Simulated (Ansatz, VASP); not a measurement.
# Two plane-wave programs on GaP

INCAR

```
ALGO = Normal
EDIFF = 1E-6
ENCUT = 520
GGA = PS
ISIF = 2
ISMEAR = 0
LASPH = True
LCHARG = False
LREAL = False
LWAVE = False
NBANDS = 16
NELM = 80
PREC = Accurate
SIGMA = 0.02
```

File KPOINTS:

```
k-points
0
Gamma
  8 8 8
```

Contents of POSCAR:

```
GaP
1.0
    0.0000000000      2.8003578900      2.8003578900
    2.8003578900      0.0000000000      2.8003578900
    2.8003578900      2.8003578900      0.0000000000
Ga P
1 1
Direct
    0.0000000000      0.0000000000      0.0000000000
    0.7500000000      0.7500000000      0.7500000000
```

Input for Ansatz:

```yaml
crystal:
  lattice:
    - [0.0, 2.80035789, 2.80035789]
    - [2.80035789, 0.0, 2.80035789]
    - [2.80035789, 2.80035789, 0.0]
  atoms:
    - { symbol: Ga, position: [0.0, 0.0, 0.0] }
    - { symbol: P, position: [0.75, 0.75, 0.75] }
basis:
  ecutwfc: 420
kpoints:
  mp_grid: { grid: [8, 8, 8] }
hamiltonian:
  xc: pbesol
scf:
  occupations: { method: gaussian, width: 0.02 }
output:
  forces: true
  stress: true
  eigenvalues: true
  populations: true
```

Alike in both runs: task single point; functional PBEsol; k mesh 8 × 8 × 8; occupations gaussian, width 0.02 eV; no spin polarisation.

```csv
,VASP,Ansatz
version,VASP 6.6.1,Ansatz 0.2.0
potentials or method,"VASP PAW PBE potentials, release 64 (Ga_d, P), cutoff 520 eV","scalar-relativistic, plane waves, PAW"
valence electrons in the cell,18,18
```

|  | VASP | Ansatz | Ansatz less VASP |
| --- | --- | --- | --- |
| gap on the k mesh at the Fermi level (eV) | 1.10 | 1.09 | -0.004 |
| least direct gap on the mesh (eV) | 1.10 | 1.09 | -0.004 |
| pressure (GPa) | -6.2 | -6.1 | +0.06 |

VASP's potentials were made for PBE, not for PBEsol. With one functional, cell and mesh, what is left measures potentials, basis and numerics.
